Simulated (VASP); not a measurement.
# HoO3 (P-6m2) in VASP: notebook

The runs below take HoO3 through single point, with PBE.

Everything below comes from runs of VASP 6.6.1. Logs are shortened: lines on timing, memory, paths and dates and some standing lists are left out, and cuts for length are marked.

### 1 The cell of the first run

Symmetry: P-6m2, No. 187, hexagonal system. The conventional cell has a = 2.724 Å, b = 2.724 Å, c = 8.206 Å, α = 90.00°, β = 90.00°, γ = 120.00°. Within 3.3 Å of Ho (site symmetry -6m2) lie 6 O at 2.47 Å and 6 Ho at 2.72 Å. O (site symmetry -6m2) has 12 O at 2.70 to 2.72 Å within 3.6 Å. Within 3.3 Å of O (site symmetry 3m) lie 3 Ho at 2.47 Å and 9 O at 2.70 to 2.72 Å.

The cell was built from a structure type or drawn by symmetry, and may not be a known phase.

### 2 Single point, PBE

Contents of INCAR:

```
SYSTEM = HoO3
PREC = Accurate
ENCUT = 600
EDIFF = 1E-6
ISMEAR = 0
SIGMA = 0.1
LREAL = .FALSE.
LASPH = .TRUE.
NELM = 200
ALGO = Normal
ISIF = 2
LWAVE = .FALSE.
LCHARG = .FALSE.
GGA = PE
NBANDS = 22
GGA_COMPAT = .FALSE.
LMAXMIX = 6
```

Contents of KPOINTS:

```
Automatic mesh
0
G
  6 6 2
  0 0 0
```

Contents of POSCAR:

```
HoO3
1.0
    2.7235093900      0.0000000000      0.0000000000
   -1.3617546900      2.3586283200      0.0000000000
    0.0000000000      0.0000000000      8.2060500900
Ho O
1 3
Direct
    0.0000000000      0.0000000000      0.5000000000
    0.0000000000      0.0000000000      0.0000000000
    0.6666666700      0.3333333300      0.7329089000
    0.6666666700      0.3333333300      0.2670911000
```

Potentials or basis: VASP PAW PBE potentials, release 64 (Ho_3, O), 4f in core.

Run with:

```console
$ cat potpaw_PBE.64/Ho_3/POTCAR potpaw_PBE.64/O/POTCAR > POTCAR
$ mpirun -np 1 vasp_std > vasp.out
```

OUTCAR:

```text
SYSTEM = HoO3
   PREC = Accurate
   ENCUT = 600
   EDIFF = 1E-6
   ISMEAR = 0
   LREAL = .FALSE.
   LASPH = .TRUE.
   NELM = 200
   ISIF = 2
   GGA = PE

 ion  position               nearest neighbor table
   1  0.000  0.000  0.500-   3 2.47   4 2.47   3 2.47   4 2.47   3 2.47   4 2.47
   2  0.000  0.000  0.000-
   3  0.667  0.333  0.733-   1 2.47   1 2.47   1 2.47
   4  0.667  0.333  0.267-   1 2.47   1 2.47   1 2.47

  LATTYP: Found a hexagonal cell.
 ALAT       =     2.7235093900
 C/A-ratio  =     3.0130427015

  Lattice vectors:

 A1 = (   2.7235093900,   0.0000000000,   0.0000000000)
 A2 = (  -1.3617546900,   2.3586283200,   0.0000000000)
 A3 = (   0.0000000000,   0.0000000000,   8.2060500900)

Analysis of symmetry for initial positions (statically):
=====================================================================
 Subroutine PRICEL returns:
 Original cell was already a primitive cell.

 Routine SETGRP: Setting up the symmetry group for a
 hexagonal supercell.

 Subroutine GETGRP returns: Found 12 space group operations
 (whereof 12 operations were pure point group operations)
 out of a pool of 24 trial point group operations.

The static configuration has the point symmetry D_3h.

Analysis of symmetry for dynamics (positions and initial velocities):
=====================================================================
 Subroutine PRICEL returns:
 Original cell was already a primitive cell.

 Routine SETGRP: Setting up the symmetry group for a
 hexagonal supercell.

 Subroutine GETGRP returns: Found 12 space group operations
 (whereof 12 operations were pure point group operations)
 out of a pool of 24 trial point group operations.

The dynamic configuration has the point symmetry D_3h.

 Subroutine INISYM returns: Found 12 space group operations
 (whereof 12 operations are pure point group operations),
 and found     1 'primitive' translations

----------------------------------------------------------------------------------------

                                     Primitive cell

  volume of cell :      52.7136

  direct lattice vectors                    reciprocal lattice vectors
     2.723509390  0.000000000  0.000000000     0.367173326  0.211987618  0.000000000
    -1.361754690  2.358628320  0.000000000     0.000000000  0.423975237  0.000000000
     0.000000000  0.000000000  8.206050090     0.000000000  0.000000000  0.121861308

  length of vectors
     2.723509390  2.723509388  8.206050090     0.423975236  0.423975237  0.121861308

  position of ions in fractional coordinates (direct lattice)
     0.000000000  0.000000000  0.500000000
     0.000000000  0.000000000  0.000000000
     0.666666670  0.333333330  0.732908900
     0.666666670  0.333333330  0.267091100

  ion indices of the primitive-cell ions
   primitive index   ion index
                 1           1
                 2           2
                 3           3
                 4           4

----------------------------------------------------------------------------------------

 KPOINTS: Automatic mesh

Automatic generation of k-mesh.
 Grid dimensions read from file:
 generate k-points for:    6    6    2

 Generating k-lattice:

  Cartesian coordinates                     Fractional coordinates (reciprocal lattice)
     0.061195554  0.035331270  0.000000000     0.166666667  0.000000000  0.000000000
     0.000000000  0.070662539  0.000000000     0.000000000  0.166666667  0.000000000
     0.000000000  0.000000000  0.060930654     0.000000000  0.000000000  0.500000000

  Length of vectors
     0.070662539  0.070662539  0.060930654

  Shift w.r.t. Gamma in fractional coordinates (k-lattice)
     0.000000000  0.000000000  0.000000000

 Subroutine IBZKPT returns following result:
 ===========================================

 Found     14 irreducible k-points:

 Following reciprocal coordinates:
            Coordinates               Weight
  0.000000  0.000000  0.000000      1.000000
  0.166667 -0.000000  0.000000      6.000000
  0.333333 -0.000000  0.000000      6.000000
  0.500000 -0.000000  0.000000      3.000000
  0.166667  0.166667  0.000000      6.000000
  0.333333  0.166667  0.000000     12.000000
  0.333333  0.333333  0.000000      2.000000
  0.000000  0.000000  0.500000      1.000000
  0.166667 -0.000000  0.500000      6.000000
  0.333333 -0.000000  0.500000      6.000000
  0.500000 -0.000000  0.500000      3.000000
  0.166667  0.166667  0.500000      6.000000
  0.333333  0.166667  0.500000     12.000000
  0.333333  0.333333  0.500000      2.000000
   k-points           NKPTS =     14   k-points in BZ     NKDIM =     14   number of bands    NBANDS=     22
   number of dos      NEDOS =    301   number of ions     NIONS =      4
   total plane-waves  NPLWV =  40320
   dimension x,y,z NGX =    24 NGY =   24 NGZ =   70
   dimension x,y,z NGXF=    48 NGYF=   48 NGZF=  140
   ions per type =               1   3
   NGX,Y,Z   is equivalent  to a cutoff of  14.65, 14.65, 14.18 a.u.
   NGXF,Y,Z  is equivalent  to a cutoff of  29.30, 29.30, 28.36 a.u.
 SYSTEM =  HoO3
   PREC   = accura    normal or accurate (medium, high low for compatibility)
   ISTART =      0    job   : 0-new  1-cont  2-samecut
   ICHARG =      2    charge: 1-file 2-atom 10-const
   ISPIN  =      1    spin polarized calculation?
   LNONCOLLINEAR =      F non collinear calculations
   LSORBIT =      F    spin-orbit coupling
   LASPH  =      T    aspherical Exc in radial PAW
   ENCUT  =  600.0 eV  44.10 Ry    6.64 a.u.   5.44  5.44 16.39*2*pi/ulx,y,z
   NELM   =    200;   NELMIN=  2; NELMDL= -5     # of ELM steps
   EDIFF  = 0.1E-05   stopping-criterion for ELM
   LREAL  =      F    real-space projection
[... 7 lines left out ...]
   TEBEG  =    0.0;   TEEND  =   0.0 temperature during run
   PSTRESS=    0.0 pullay stress
   NELECT =      27.0000    total number of electrons
   NUPDOWN=      -1.0000    fix difference up-down
   EMIN   =  10.00;   EMAX   =-10.00  energy-range for DOS
   EFERMI =   0.00;   METHOD = LEGACY
   ISMEAR =     0;   SIGMA  =   0.10  broadening in eV -4-tet -1-fermi 0-gaus
   EFERMI_NEDOS =   21; number of points for ismear=-14 and -15
   IALGO  =     38    algorithm
   IMIX   =      4    mixing-type and parameters
     AMIX     =   0.40;   BMIX     =  1.00
     AMIX_MAG =   1.60;   BMIX_MAG =  1.00
  volume/ion in A,a.u.               =      13.18        88.93
  Fermi-wavevector in a.u.,A,eV,Ry     =   1.309851  2.475260 23.343648  1.715710
  Thomas-Fermi vector in A             =   2.440422
   LORBIT       =      0    0 simple, 1 ext, 2 COOP (PROOUT), +10 PAW based schemes
   GGA     = PE    functional components
   LHFCALC =     F    Hartree Fock is set to
   AEXX    =    0.0000 exact exchange contribution
   IVDW    =     0    specifies the selected vdW correction
   LEPSILON=     F    determine dielectric tensor
   LRPA    =     F    only Hartree local field effects (RPA)
 non-spin polarized calculation
 Gauss-broadening in eV      SIGMA  =   0.10
  energy-cutoff  :      600.00
  volume of cell :       52.71
 maximum number of plane-waves:      1820
 NGX is ok and might be reduce to    24
   NGX = 11   NGY = 11   NGZ = 33

 number of electron      26.9999994 magnetization

 Free energy of the ion-electron system (eV)
  ---------------------------------------------------
  ext. energy  EPLUGINS =         0.00000000
  ---------------------------------------------------
  free energy    TOTEN  =       -15.23632742 eV

  energy without entropy =      -15.19175392  energy(sigma->0) =      -15.21404067

 E-fermi :   0.3980     XC(G=0): -10.6077

 val. band max:        0.3961212520   @ k =   0.3333  -0.0000   0.5000
 cond. band min:       0.4057092703   @ k =   0.3333   0.1667   0.0000
 fundamental gap:      0.0095880183
 Fermi energy:         0.3979594598

 k-point     1 :       0.0000    0.0000    0.0000
  band No.  band energies     occupation
      1     -23.1583      2.00000
      2     -21.2805      2.00000
      3     -21.2805      2.00000
      4     -16.7423      2.00000
      5     -15.7405      2.00000
      6     -15.6255      2.00000
[... 14 lines left out ...]
     21       9.8174      0.00000
     22      11.8606      0.00000

 k-point     2 :       0.1667   -0.0000    0.0000
  band No.  band energies     occupation
      1     -22.9061      2.00000
      2     -22.5233      2.00000
      3     -21.5349      2.00000
      4     -16.4139      2.00000
      5     -15.6661      2.00000
      6     -15.4316      2.00000
[... 14 lines left out ...]
     21       9.4377      0.00000
     22      14.0522      0.00000

 k-point     3 :       0.3333   -0.0000    0.0000
  band No.  band energies     occupation
      1     -24.5489      2.00000
      2     -22.3537      2.00000
      3     -22.0083      2.00000
      4     -15.7592      2.00000
      5     -15.5460      2.00000
      6     -15.0648      2.00000
[... 14 lines left out ...]
     21       9.8201      0.00000
     22      15.6199      0.00000

 k-point     4 :       0.5000   -0.0000    0.0000
  band No.  band energies     occupation
      1     -25.4249      2.00000
      2     -22.2297      2.00000
      3     -22.0473      2.00000
      4     -15.5079      2.00000
      5     -15.3765      2.00000
      6     -14.9081      2.00000
[... 14 lines left out ...]
     21      13.1160      0.00000
     22      16.0373      0.00000

 k-point     5 :       0.1667    0.1667    0.0000
  band No.  band energies     occupation
      1     -23.8807      2.00000
      2     -22.5000      2.00000
      3     -22.1707      2.00000
      4     -15.9241      2.00000
      5     -15.5678      2.00000
      6     -15.1505      2.00000
[... 14 lines left out ...]
     21      10.0967      0.00000
     22      15.3738      0.00000

 k-point     6 :       0.3333    0.1667    0.0000
  band No.  band energies     occupation
      1     -24.9689      2.00000
      2     -22.9064      2.00000
      3     -22.0537      2.00000
      4     -15.4899      2.00000
      5     -15.3652      2.00000
      6     -14.8991      2.00000
[... 14 lines left out ...]
     21      15.3414      0.00000
     22      16.7638      0.00000

 k-point     7 :       0.3333    0.3333    0.0000
  band No.  band energies     occupation
      1     -24.3507      2.00000
      2     -24.2668      2.00000
      3     -21.9002      2.00000
      4     -15.4527      2.00000
      5     -15.1320      2.00000
      6     -14.8374      2.00000
[... 14 lines left out ...]
     21      15.0520      0.00000
     22      17.3968      0.00000

 k-point     8 :       0.0000    0.0000    0.5000
  band No.  band energies     occupation
      1     -23.1586      2.00000
      2     -21.2805      2.00000
      3     -21.2805      2.00000
      4     -16.5661      2.00000
      5     -16.2177      2.00000
      6     -15.3169      2.00000
[... 14 lines left out ...]
     21       9.8171      0.00000
     22      11.3594      0.00000

 k-point     9 :       0.1667   -0.0000    0.5000
  band No.  band energies     occupation
      1     -22.9063      2.00000
      2     -22.5233      2.00000
      3     -21.5349      2.00000
      4     -16.2404      2.00000
      5     -16.0321      2.00000
      6     -15.2354      2.00000
[... 14 lines left out ...]
     21       9.4379      0.00000
     22      13.4555      0.00000

 k-point    10 :       0.3333   -0.0000    0.5000
  band No.  band energies     occupation
      1     -24.5489      2.00000
      2     -22.3538      2.00000
      3     -22.0083      2.00000
      4     -15.6775      2.00000
      5     -15.6414      2.00000
      6     -15.0519      2.00000
[... 14 lines left out ...]
     21       9.8018      0.00000
     22      15.4213      0.00000

 k-point    11 :       0.5000   -0.0000    0.5000
  band No.  band energies     occupation
      1     -25.4249      2.00000
      2     -22.2297      2.00000
      3     -22.0473      2.00000
      4     -15.5375      2.00000
      5     -15.3308      2.00000
      6     -14.9247      2.00000
[... 14 lines left out ...]
     21      13.1159      0.00000
     22      15.9852      0.00000

 k-point    12 :       0.1667    0.1667    0.5000
  band No.  band energies     occupation
      1     -23.8807      2.00000
      2     -22.5001      2.00000
      3     -22.1707      2.00000
      4     -15.7818      2.00000
      5     -15.7598      2.00000
      6     -15.1012      2.00000
[... 14 lines left out ...]
     21      10.1035      0.00000
     22      15.1653      0.00000

 k-point    13 :       0.3333    0.1667    0.5000
  band No.  band energies     occupation
      1     -24.9689      2.00000
      2     -22.9064      2.00000
      3     -22.0538      2.00000
      4     -15.5272      2.00000
      5     -15.3074      2.00000
      6     -14.9199      2.00000
[... 14 lines left out ...]
     21      15.3613      0.00000
     22      16.7856      0.00000

 k-point    14 :       0.3333    0.3333    0.5000
  band No.  band energies     occupation
      1     -24.3507      2.00000
      2     -24.2668      2.00000
      3     -21.9002      2.00000
      4     -15.4563      2.00000
      5     -15.1281      2.00000
      6     -14.8372      2.00000
[... 14 lines left out ...]
     21      15.0770      0.00000
     22      17.4679      0.00000

------------------------ aborting loop because EDIFF is reached ----------------------------------------

  FORCE on cell =-STRESS in cart. coord.  units (eV):
  Direction    XX          YY          ZZ          XY          YZ          ZX
  --------------------------------------------------------------------------------------
  -------------------------------------------------------------------------------------
  Total        8.6307627      8.6307627    -15.3615730      0.0000000      0.0000000     -0.0000000
  in kB      262.3235051    262.3235053   -466.8998367      0.0000006      0.0000000     -0.0000000
  external PRESSURE =      19.2490579 kB  Pullay stress =       0.0000000 kB

 VOLUME and BASIS-vectors are now :
 -----------------------------------------------------------------------------
  energy-cutoff  :      600.00
  volume of cell :       52.71
      direct lattice vectors                 reciprocal lattice vectors
     2.723509390  0.000000000  0.000000000     0.367173326  0.211987618  0.000000000
    -1.361754690  2.358628320  0.000000000     0.000000000  0.423975237  0.000000000
     0.000000000  0.000000000  8.206050090     0.000000000  0.000000000  0.121861308

 POSITION                                       TOTAL-FORCE (eV/Angst)
 -----------------------------------------------------------------------------------
      0.00000      0.00000      4.10303         0.000000     -0.000000      0.000000
      0.00000      0.00000      0.00000         0.000000     -0.000000      0.000000
      1.36175      0.78621      6.01429        -0.000000      0.000000     -3.513167
      1.36175      0.78621      2.19176        -0.000000     -0.000000      3.513167
 -----------------------------------------------------------------------------------
    total drift:                               -0.000033      0.000019      0.000000

  FREE ENERGIE OF THE ION-ELECTRON SYSTEM (eV)
  ---------------------------------------------------
  free  energy   TOTEN  =       -15.2363274203 eV

  energy  without entropy=      -15.1917539228  energy(sigma->0) =      -15.21404067
```

It took 33 s on 1 thread of Intel Xeon 6975P-C (Granite Rapids), shared host; peak memory 0.2 GiB.

What came out:

| Item | Value |
| --- | --- |
| Free energy | -15.2363 eV |
| Pressure | 1.9 GPa |
| Largest force | 3.513 eV/Å |
| Band gap on the k mesh | zero (an odd number of electrons rules out a gap without spin polarisation) |

Forces in eV/Å, atoms in the order of the input:
```
Ho   0.000  0.000  0.000
O    0.000  0.000  0.000
O    0.000  0.000 -3.513
O    0.000  0.000  3.513
```

Caveat: the k points lie up to 0.44 Å⁻¹ apart, too coarse for converged energies and pressures of a metal; spin-orbit coupling is left out, which moves the levels of the heavy elements; the 4f electrons are frozen in the core, so they carry no moment and show no levels; an odd number of electrons without spin polarisation forces a metal; a magnetic or distorted state may lie lower; the run has no spin polarisation, though such a crystal can be magnetic.

[end of part 1 of 2]
